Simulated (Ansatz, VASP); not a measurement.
PbS: VASP beside Ansatz

```
Pb S
1.0
     2.11266    1.21975    3.45192
    -2.11266    1.21975    3.45192
     0.00000   -2.43949    3.45192
Pb S
1 1
Direct
  0.98467 0.98467 0.97237
  0.47504 0.47504 0.47504
```

Alike in both runs: task single point; functional PBEsol; k mesh 5 × 5 × 5; no spin polarisation.

|  | VASP | Ansatz |
| --- | --- | --- |
| version | VASP 6.6.1 | Ansatz 0.2.0 |
| potentials or method | VASP PAW PBE potentials, release 64 (Pb_d, S), cutoff 500 eV | plane waves, PAW |
| occupations | gaussian, width 0.01 eV | fixed |
| valence electrons in the cell | 20 | 20 |

```csv
,VASP,Ansatz,Ansatz less VASP
gap on the k mesh at the Fermi level (eV),1.27,1.27,-0.002
```

VASP's potentials were made for PBE, not for PBEsol.

Neither program's run includes spin-orbit coupling.
